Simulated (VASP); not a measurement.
# HgTe (F-43m) in VASP: further runs, part 2 of 2

VASP 6.6.1.

## 5. Relaxation of cell and atoms, PBEsol, target pressure 40 GPa, at which the enthalpy is minimised

This run uses another cell than the first one, of 34.49 Å³/atom.

INCAR reads:

```
SYSTEM = HgTe
PREC = Accurate
ENCUT = 600
EDIFF = 1E-7
ISMEAR = -1
SIGMA = 0.15
LREAL = .False.
LASPH = .True.
NELM = 60
ALGO = Normal
ISIF = 3
LWAVE = .False.
LCHARG = .False.
GGA = PS
IBRION = 2
NSW = 80
EDIFFG = -0.001
PSTRESS = 400.0
```

KPOINTS reads:

```
Automatic mesh
0
Gamma
  12 12 12
  0 0 0
```

POSCAR reads:

```
HgTe
1.0
    0.0000000000      3.2552270069      3.2552270069
    3.2552270069      0.0000000000      3.2552270069
    3.2552270069      3.2552270069      0.0000000000
Hg Te
1 1
Direct
    0.0000000000      0.0000000000      0.0000000000
    0.7500000000      0.7500000000      0.7500000000
```

Potentials or basis: VASP PAW PBE potentials, release 64 (Hg, Te).

Started as:

```console
cat potpaw_PBE.64/Hg/POTCAR potpaw_PBE.64/Te/POTCAR > POTCAR
mpirun -np 1 vasp_std > vasp.out
```

OUTCAR:

```text
SYSTEM = HgTe
   PREC = Accurate
   ENCUT = 600
   EDIFF = 1E-7
   ISMEAR = -1
   LREAL = .False.
   LASPH = .True.
   NELM = 60
   ISIF = 3
   GGA = PS
   IBRION = 2
   NSW = 80
   EDIFFG = -0.001
   PSTRESS = 400.0

 ion  position               nearest neighbor table
   1  0.000  0.000  0.000-   2 2.82   2 2.82   2 2.82   2 2.82
   2  0.750  0.750  0.750-   1 2.82   1 2.82   1 2.82   1 2.82

  LATTYP: Found a face centered cubic cell.
 ALAT       =     6.5104540138

  Lattice vectors:

 A1 = (   0.0000000000,   3.2552270069,   3.2552270069)
 A2 = (   3.2552270069,   0.0000000000,   3.2552270069)
 A3 = (   3.2552270069,   3.2552270069,   0.0000000000)

Analysis of symmetry for initial positions (statically):
=====================================================================
 Subroutine PRICEL returns:
 Original cell was already a primitive cell.

 Routine SETGRP: Setting up the symmetry group for a
 face centered cubic supercell.

 Subroutine GETGRP returns: Found 24 space group operations
 (whereof 24 operations were pure point group operations)
 out of a pool of 48 trial point group operations.

The static configuration has the point symmetry T_d .

Analysis of symmetry for dynamics (positions and initial velocities):
=====================================================================
 Subroutine PRICEL returns:
 Original cell was already a primitive cell.

 Routine SETGRP: Setting up the symmetry group for a
 face centered cubic supercell.

 Subroutine GETGRP returns: Found 24 space group operations
 (whereof 24 operations were pure point group operations)
 out of a pool of 48 trial point group operations.

The dynamic configuration has the point symmetry T_d .

 Subroutine INISYM returns: Found 24 space group operations
 (whereof 24 operations are pure point group operations),
 and found     1 'primitive' translations

----------------------------------------------------------------------------------------

[... 93 lines left out ...]
   LREAL  =      F    real-space projection
   EDIFFG = -.1E-02   stopping-criterion for IOM
   NSW    =     80    number of steps for IOM
   IBRION =      2    ionic relax: 0-MD 1-quasi-New 2-CG
   NFREE  =      1    steps in history (QN), initial steepest desc. (CG)
   ISIF   =      3    stress and relaxation
   ISYM   =      2    0-nonsym 1-usesym 2-fastsym
   POTIM  = 0.5000    time-step for ionic-motion
   TEBEG  =    0.0;   TEEND  =   0.0 temperature during run
   PSTRESS=  400.0 pullay stress
   NELECT =      18.0000    total number of electrons
   NUPDOWN=      -1.0000    fix difference up-down
   EMIN   =  10.00;   EMAX   =-10.00  energy-range for DOS
   EFERMI =   0.00;   METHOD = LEGACY
   ISMEAR =    -1;   SIGMA  =   0.15  broadening in eV -4-tet -1-fermi 0-gaus
   EFERMI_NEDOS =   21; number of points for ismear=-14 and -15
   IALGO  =     38    algorithm
   IMIX   =      4    mixing-type and parameters
     AMIX     =   0.40;   BMIX     =  1.00
     AMIX_MAG =   1.60;   BMIX_MAG =  1.00
  volume/ion in A,a.u.               =      34.49       232.78
  Fermi-wavevector in a.u.,A,eV,Ry     =   1.046103  1.976848 14.889280  1.094331
  Thomas-Fermi vector in A             =   2.180927
   LORBIT       =      0    0 simple, 1 ext, 2 COOP (PROOUT), +10 PAW based schemes
   GGA     = PS    functional components
   LHFCALC =     F    Hartree Fock is set to
   AEXX    =    0.0000 exact exchange contribution
   IVDW    =     0    specifies the selected vdW correction
   LEPSILON=     F    determine dielectric tensor
   LRPA    =     F    only Hartree local field effects (RPA)
 conjugate gradient relaxation of ions
 non-spin polarized calculation
  energy-cutoff  :      600.00
  volume of cell :       68.99
 maximum number of plane-waves:      2332
 NGX is ok and might be reduce to    40
   NGX = 19   NGY = 19   NGZ = 19

--------------------------------------- Ionic step        1  -------------------------------------------

 number of electron      17.9999999 magnetization

 Free energy of the ion-electron system (eV)
  ---------------------------------------------------
  ext. energy  EPLUGINS =         0.00000000
  ---------------------------------------------------
  free energy    TOTEN  =        -4.37953829 eV

  energy without entropy =       -4.37148388  energy(sigma->0) =       -4.37551109

------------------------ aborting loop because EDIFF is reached ----------------------------------------

  FORCE on cell =-STRESS in cart. coord.  units (eV):
  Direction    XX          YY          ZZ          XY          YZ          ZX
  --------------------------------------------------------------------------------------
  -------------------------------------------------------------------------------------
  Total        0.0553800      0.0553800      0.0553800     -0.0000000      0.0000000     -0.0000000
  in kB        1.2861453      1.2861453      1.2861453     -0.0000000      0.0000000     -0.0000000
  external PRESSURE =    -398.7138547 kB  Pullay stress =     400.0000000 kB
[... 1077 lines left out ...]
--------------------------------------- Ionic step        9  -------------------------------------------

 number of electron      18.0000001 magnetization

 Free energy of the ion-electron system (eV)
  ---------------------------------------------------
  ext. energy  EPLUGINS =         0.00000000
  ---------------------------------------------------
  free energy    TOTEN  =        -2.54325753 eV

  energy without entropy =       -2.53996280  energy(sigma->0) =       -2.54161017

 E-fermi :   7.7435     XC(G=0): -10.5873

 val. band max:        7.6226128650   @ k =   0.0000   0.0000   0.0000
 cond. band min:       8.0994903913   @ k =   0.5000   0.0000   0.0000
 fundamental gap:      0.4768775262
 Fermi energy:         7.7435339887
[... 417 lines left out ...]
  energy  without entropy=       -2.5399628034  energy(sigma->0) =       -2.54161017

  enthalpy is  TOTEN    =         9.4005439570 eV   P V=       11.9438014859

 reached required accuracy - stopping structural energy minimisation
```

OSZICAR:

```text
N       E                     dE             d eps       ncg     rms          rms(c)
DAV:   1     0.116578991277E+03    0.11658E+03   -0.87289E+03  1872   0.134E+03
DAV:   2     0.542459550776E+00   -0.11604E+03   -0.10886E+03  1967   0.278E+02
DAV:   3    -0.456016856435E+01   -0.51026E+01   -0.50753E+01  2332   0.602E+01
[... 104 lines left out ...]
DAV:   4    -0.254327559832E+01    0.20931E-03   -0.55973E-04  2052   0.263E-01    0.395E-02
DAV:   5    -0.254325670113E+01    0.18897E-04   -0.85148E-05  2112   0.149E-01    0.318E-02
DAV:   6    -0.254325781149E+01   -0.11104E-05   -0.12556E-05  1967   0.376E-02    0.107E-02
DAV:   7    -0.254325743301E+01    0.37848E-06   -0.13975E-06  2302   0.185E-02    0.303E-03
DAV:   8    -0.254325752890E+01   -0.95890E-07   -0.21002E-07  1642   0.437E-03
   9 F= 0.94005440E+01 E0= 0.94021913E+01  d E =-.342107E-03
```

It took 15 min on 1 thread of Intel Xeon 8259CL, shared host; peak memory 0.36 GiB.

Results:

```yaml
Free_energy: -2.5433 eV
Relaxed_volume: 23.92 Å³/atom
Relaxed_cell: a = 4.075 Å, b = 4.075 Å, c = 4.075 Å, α = 60.00°, β = 60.00°, γ = 60.00°
Space_group_after_relaxing_to_0.1_Å: F-43m (No. 216)
Energy_change_on_relaxing_the_run_minimises_the_enthalpy: +918.1 meV/atom
Ionic_steps: 9
Pressure_after_relaxing: 40.0 GPa
Band_gap_on_the_k_mesh: 0.10 eV
```

Step by step:
| step | energy change (eV) | largest force (eV/Å) | pressure (GPa) | volume (Å³) |
| --- | --- | --- | --- | --- |
| 1 | 0.0000 | 0.0000 | 0.13 | 68.99 |
| 2 | 118.3062 | 0.0000 | 2724.27 | 13.87 |
| 3 | 0.3347 | 0.0000 | 11.54 | 58.09 |
| 4 | 0.5768 | 0.0000 | 16.72 | 55.32 |
| 5 | 2.1777 | 0.0000 | 45.98 | 46.57 |
| 6 | 1.7844 | 0.0000 | 39.07 | 48.05 |
| 7 | 1.8761 | 0.0000 | 40.70 | 47.68 |
| 8 | 1.7244 | 0.0000 | 38.02 | 48.30 |
| 9 | 1.8363 | 0.0000 | 40.00 | 47.84 |

Final structure:
```yaml
crystal:
  lattice:
    - [0.00000, 2.88129, 2.88129]
    - [2.88129, 0.00000, 2.88129]
    - [2.88129, 2.88129, 0.00000]
  atoms:
    - { symbol: Hg, position: [0.00000, 0.00000, 0.00000] }
    - { symbol: Te, position: [0.75000, 0.75000, 0.75000] }
```

Levels at points of the mesh, in eV from the valence-band top:
```tsv
k point	band 7	band 8	band 9	band 10	band 11	band 12
(0.00, 0.00, 0.00)	0.00	0.00	0.00	0.10	3.27	3.27
(0.50, 0.00, 0.00)	-8.32	-1.93	-1.93	0.58	4.42	4.42
(0.50, 0.50, 0.00)	-7.73	-4.23	-4.23	1.21	1.32	9.72
```

Caveat: the cell is relaxed towards a set pressure, so the run minimises the enthalpy, not the energy; the volume moved by over 15 % at a fixed basis, so the end points are rough; the smearing spreads over this small gap; the PAW data sets were made with another functional, which shifts forces and pressure a little; spin-orbit coupling is left out, which moves the levels of the heavy elements. A k mesh can miss the band edges.

## 6. Relaxation of cell and atoms, PBEsol

This run uses another cell than the first one, of 33.50 Å³/atom.

INCAR reads:

```
SYSTEM = HgTe
PREC = Accurate
ENCUT = 600
EDIFF = 1E-6
ISMEAR = 0
SIGMA = 0.1
LREAL = .False.
LASPH = .True.
NELM = 100
ALGO = Normal
ISIF = 3
LWAVE = .False.
LCHARG = .False.
GGA = PS
IBRION = 2
NSW = 100
EDIFFG = -0.005
```

KPOINTS reads:

```
regular mesh
0
Gamma
  12 12 12
  0 0 0
```

POSCAR reads:

```
HgTe
1.0
    0.0000000000      3.2235000000      3.2235000000
    3.2235000000      0.0000000000      3.2235000000
    3.2235000000      3.2235000000      0.0000000000
Hg Te
1 1
Direct
    0.0000000000      0.0000000000      0.0000000000
    0.7500000000      0.7500000000      0.7500000000
```

Potentials or basis: VASP PAW PBE potentials, release 64 (Hg, Te).

Started as:

```console
cat potpaw_PBE.64/Hg/POTCAR potpaw_PBE.64/Te/POTCAR > POTCAR
mpirun -np 1 vasp_std > vasp.out
```

OUTCAR:

```text
SYSTEM = HgTe
   PREC = Accurate
   ENCUT = 600
   EDIFF = 1E-6
   ISMEAR = 0
   LREAL = .False.
   LASPH = .True.
   NELM = 100
   ISIF = 3
   GGA = PS
   IBRION = 2
   NSW = 100
   EDIFFG = -0.005

 ion  position               nearest neighbor table
   1  0.000  0.000  0.000-   2 2.79   2 2.79   2 2.79   2 2.79
   2  0.750  0.750  0.750-   1 2.79   1 2.79   1 2.79   1 2.79

  LATTYP: Found a face centered cubic cell.
 ALAT       =     6.4470000000

  Lattice vectors:

 A1 = (   0.0000000000,   3.2235000000,   3.2235000000)
 A2 = (   3.2235000000,   0.0000000000,   3.2235000000)
 A3 = (   3.2235000000,   3.2235000000,   0.0000000000)

Analysis of symmetry for initial positions (statically):
[... 267 lines left out ...]
      3      -4.5061      2.00000
      4      -4.5061      2.00000
      5      -3.9992      2.00000
      6      -3.9992      2.00000
      7       1.8399      2.00000
      8       2.7008      1.63630
      9       2.7008      1.63630
     10       2.7008      1.63630
     11       6.9247      0.00000
     12       6.9247      0.00000
     13       6.9247      0.00000
[... 354 lines left out ...]
  band No.  band energies     occupation
      1      -8.5488      2.00000
      2      -4.3663      2.00000
      3      -4.3440      2.00000
      4      -4.0154      2.00000
      5      -3.9888      2.00000
      6      -3.6950      2.00000
      7      -2.5444      2.00000
      8       0.6101      2.00000
      9       1.5174      2.00000
     10       4.4424      0.00000
     11       7.2223      0.00000
     12       8.2592      0.00000
     13       9.2818      0.00000

 [... further k-points ...]

------------------------ aborting loop because EDIFF is reached ----------------------------------------

  FORCE on cell =-STRESS in cart. coord.  units (eV):
  Direction    XX          YY          ZZ          XY          YZ          ZX
  --------------------------------------------------------------------------------------
  -------------------------------------------------------------------------------------
  Total       -0.0004161     -0.0004161     -0.0004161      0.0000000     -0.0000000     -0.0000000
  in kB       -0.0096386     -0.0096386     -0.0096386      0.0000000     -0.0000000     -0.0000000
  external PRESSURE =      -0.0096386 kB  Pullay stress =       0.0000000 kB
[... 17 lines left out ...]
  FREE ENERGIE OF THE ION-ELECTRON SYSTEM (eV)
  ---------------------------------------------------
  free  energy   TOTEN  =        -4.3771246526 eV

  energy  without entropy=       -4.3769680178  energy(sigma->0) =       -4.37704634

 reached required accuracy - stopping structural energy minimisation
```

Run time: 3.4 min. Hardware: 1 thread of Intel Xeon 8259CL, shared host; peak memory 0.28 GiB.

What came out:

```yaml
Free_energy: -4.3771 eV
Relaxed_volume: 34.58 Å³/atom
Relaxed_cell: a = 4.607 Å, b = 4.607 Å, c = 4.607 Å, α = 60.00°, β = 60.00°, γ = 60.00°
Space_group_after_relaxing_to_0.1_Å: F-43m (No. 216)
Energy_gained_by_relaxing: 4.8 meV/atom
Ionic_steps: 3
Pressure_after_relaxing: 0.0 GPa
Band_gap_on_the_k_mesh: zero (filled and empty bands touch)
```

The path:
| step | energy change (eV) | largest force (eV/Å) | pressure (GPa) | volume (Å³) |
| --- | --- | --- | --- | --- |
| 1 | 0.0000 | 0.0000 | 1.46 | 66.99 |
| 2 | -0.0083 | 0.0000 | -0.48 | 69.99 |
| 3 | -0.0096 | 0.0000 | 0.00 | 69.16 |

Final structure:
```cif
data_structure
_symmetry_space_group_name_H-M 'P 1'
_symmetry_Int_Tables_number 1
_cell_length_a 4.6075
_cell_length_b 4.6075
_cell_length_c 4.6075
_cell_angle_alpha 60.000
_cell_angle_beta 60.000
_cell_angle_gamma 60.000
_cell_volume 69.16
loop_
_atom_site_label
_atom_site_type_symbol
_atom_site_fract_x
_atom_site_fract_y
_atom_site_fract_z
_atom_site_occupancy
Hg1 Hg 0.00000 0.00000 0.00000 1
Te1 Te 0.75000 0.75000 0.75000 1
```

Levels at points of the mesh, in eV from the Fermi level:
```
           k point  band 6  band 7  band 8  band 9  band 10  band 11  band 12  band 13
(0.00, 0.00, 0.00)   -6.76   -0.93   -0.06   -0.06    -0.06     4.16     4.16     4.16
(0.50, 0.00, 0.00)   -6.48   -5.44   -1.01   -1.01     0.57     4.94     4.94     6.67
(0.50, 0.50, 0.00)   -6.34   -5.40   -2.26   -2.26     1.79     2.38     7.95     8.65
```

Caveat: semilocal functionals underestimate gaps, and a narrow one can read as zero; the PAW data sets were made with another functional, which shifts forces and pressure a little; spin-orbit coupling is left out, which moves the levels of the heavy elements.

## 7. The runs side by side

```csv
task,cell,cutoff (eV),smearing,gap on the mesh (eV),pressure (GPa)
single point,"a = 4.578 Å, angles 60.0°, 2 atoms",520,gaussian 0.1 eV,none,0.8
single point,"a = 4.728 Å, angles 60.0°, 2 atoms",520,gaussian 0.1 eV,none,-2.7
single point,"a = 4.070 Å, angles 60.0°, 2 atoms",520,fermi-dirac 0.15 eV,0.11,40.6
relaxation of cell and atoms,"relaxed to 40 GPa from a = 4.604 Å, angles 60.0°, 2 atoms",600,fermi-dirac 0.15 eV,0.10,40.0
relaxation of cell and atoms,"relaxed from a = 4.559 Å, angles 60.0°, 2 atoms",600,gaussian 0.1 eV,none,0.0
```

Alike in all rows: level PBEsol; potentials or basis VASP PAW PBE potentials, release 64 (Hg, Te); no spin polarisation; k mesh 12 × 12 × 12.

Caveats: the PAW data sets were made with another functional, which shifts forces and pressure a little; spin-orbit coupling is left out, which moves the levels of the heavy elements; semilocal functionals underestimate gaps, and a narrow one can read as zero (at least some runs); the smearing spreads over this small gap (at least some runs); the cell stands under pressure (at least some runs); the cell is relaxed towards a set pressure, so the run minimises the enthalpy, not the energy (at least some runs); the volume moved by over 15 % at a fixed basis, so the end points are rough (at least some runs).

Absolute energies hang on the potentials; compare differences alone.

The gap in the log of VASP goes by the Fermi energy; the results here count the filled bands.